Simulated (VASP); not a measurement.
## ScAlN2: single point with PBE

Crystal: ScAlN2.

```
Sc N Al
1.0
     2.99735    0.00000    0.00000
     0.00000    2.99735    0.00000
     0.00000    0.00000    4.25698
Sc N Al
1 2 1
Direct
  0.00000 0.00000 0.00000
  0.00000 0.00000 0.50000
  0.50000 0.50000 0.00000
  0.50000 0.50000 0.50000
```

This cell differs from its parent crystal: volume changed by -6%.

```json
{
 "Program": "VASP 6.6.1",
 "Task": "single point",
 "Functional": "PBE",
 "Potentials or basis": "VASP PAW PBE potentials, release 64 (Sc_sv, N, Al)",
 "Cutoff": "520 eV",
 "k mesh": "8 × 8 × 6",
 "Occupations": "gaussian, width 0.01 eV",
 "Spin": "no spin polarisation"
}
```

```yaml
Pressure: 15.9 GPa
Band_gap_on_the_k_mesh: 0.58 eV, direct
```

Stress tensor (GPa, compression positive):
```
15.94  0.00  0.00
 0.00 15.94  0.00
 0.00  0.00 15.71
```

Levels at points of the mesh, in eV from the valence-band top:
```tsv
k point	band 9	band 10	band 11	band 12	band 13	band 14	band 15	band 16
(0.00, 0.00, 0.00)	-2.22	-0.05	0.00	0.00	0.58	2.83	4.01	4.01
(0.50, 0.00, 0.00)	-4.64	-3.07	-1.70	-1.37	4.63	4.89	5.52	6.82
(0.50, 0.50, 0.00)	-3.17	-1.23	-1.23	-0.74	1.12	1.12	2.45	6.06
(0.00, 0.00, 0.50)	-2.36	-2.36	-0.48	-0.48	0.88	4.89	5.50	5.50
(0.50, 0.00, 0.50)	-3.12	-3.03	-1.76	-1.61	5.03	5.42	5.74	5.75
(0.50, 0.50, 0.50)	-4.31	-2.96	-2.25	-2.25	4.06	4.06	5.92	6.59
```

It took 14 s on 1 thread of Intel(R) Xeon(R) 6975P-C (Granite Rapids), on a shared host, peak memory 0.18 GiB.

 A k mesh can miss the band edges.
